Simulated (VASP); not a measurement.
Crystal: TaSiO4.

```
Ta Si O
1.0
     3.66455    0.00000    0.00000
    -1.83227    3.17359    0.00000
     0.00000    0.00000    7.26246
Ta Si O
1 1 4
Direct
  0.00000 0.00000 0.50000
  0.00000 0.00000 0.00000
  0.00000 0.00000 0.78365
  0.00000 0.00000 0.21635
  0.33333 0.66667 0.50000
  0.66667 0.33333 0.50000
```

Base run:

* Program: VASP 6.6.1
* Functional: PBE
* Potentials or basis: VASP PAW PBE potentials, release 64 (Ta_pv, Si, O)
* Cutoff: 520 eV
* k mesh: 6 × 6 × 4
* Occupations: gaussian, width 0.1 eV
* Spin: no spin polarisation

Its results: pressure 0.4 GPa; largest force 0.113 eV/Å.

**Question.** The run is repeated on the same cell with these changes: potentials or basis from VASP PAW PBE potentials, release 64 (Ta_pv, Si, O) to VASP PAW PBE potentials, release 64 (Ta_sv_GW, Si, O); cutoff from 520 eV to 600 eV; further incar settings from ALGO = Normal; EDIFF = 1e-06; NBANDS = 28 to ALGO = Normal; EDIFF = 1e-06; NBANDS = 30; valence electrons from 39 to 41. What comes out?

**Answer.** Pressure 0.0 GPa; largest force 0.117 eV/Å.

Caveats: an odd number of electrons without spin polarisation forces a metal; a magnetic or distorted state may lie lower.
